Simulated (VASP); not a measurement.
**Ta: relaxation of cell and atoms with PBEsol**

Crystal: Ta.

```
CELL_PARAMETERS angstrom
-1.65500 1.65500 1.65500
1.65500 -1.65500 1.65500
1.65500 1.65500 -1.65500
ATOMIC_POSITIONS crystal
Ta 0.00000 0.00000 0.00000
```

| Quantity | Value |
| --- | --- |
| Program | VASP 6.6.1 |
| Task | relaxation of cell and atoms |
| Functional | PBEsol |
| Potentials or basis | VASP PAW PBE potentials, release 64 (Ta_pv) |
| Cutoff | 600 eV |
| k mesh | 23 × 23 × 23 |
| Occupations | methfessel-paxton, width 0.1 eV |
| Spin | no spin polarisation |
| Dipole correction | no |
| Further INCAR settings | ALGO = Normal; EDIFF = 1e-07; IBRION = 2; EDIFFG = -0.005; NSW = 60; ISIF = 3 |

* Relaxed volume: 17.70 Å³/atom
* Relaxed cell: a = 2.843 Å, b = 2.843 Å, c = 2.843 Å, α = 109.47°, β = 109.47°, γ = 109.47°
* Space group after relaxing (to 0.1 Å): Im-3m (No. 229)
* Energy gained by relaxing: 6.9 meV/atom
* Ionic steps: 4
* Pressure after relaxing: 0.0 GPa
* Band gap on the k mesh: zero (an odd number of electrons rules out a gap without spin polarisation)

The path:
| step | energy change (eV) | largest force (eV/Å) | pressure (GPa) | volume (Å³) |
| --- | --- | --- | --- | --- |
| 1 | 0.0000 | 0.0000 | -4.98 | 18.13 |
| 2 | 0.0342 | 0.0000 | 13.67 | 16.69 |
| 3 | -0.0069 | 0.0000 | -0.13 | 17.71 |
| 4 | -0.0069 | 0.0000 | 0.00 | 17.70 |

Final structure:
```cif
data_structure
_symmetry_space_group_name_H-M 'P 1'
_symmetry_Int_Tables_number 1
_cell_length_a 2.8434
_cell_length_b 2.8434
_cell_length_c 2.8434
_cell_angle_alpha 109.471
_cell_angle_beta 109.471
_cell_angle_gamma 109.471
_cell_volume 17.70
loop_
_atom_site_label
_atom_site_type_symbol
_atom_site_fract_x
_atom_site_fract_y
_atom_site_fract_z
_atom_site_occupancy
Ta1 Ta 0.00000 0.00000 0.00000 1
```

Levels at points of the mesh, in eV from the Fermi level:
| k point | band 2 | band 3 | band 4 | band 5 | band 6 | band 7 | band 8 | band 9 |
| --- | --- | --- | --- | --- | --- | --- | --- | --- |
| (0.00, 0.00, 0.00) | -32.94 | -32.94 | -7.97 | 0.74 | 0.74 | 0.74 | 4.07 | 4.07 |

It took 96 s on 1 thread of Intel(R) Xeon(R) 6975P-C (Granite Rapids), with other jobs on the host, peak memory 0.21 GiB.

Caveat: the PAW data sets were made with another functional, which shifts forces and pressure a little; spin-orbit coupling is left out, which moves the levels of the heavy elements.
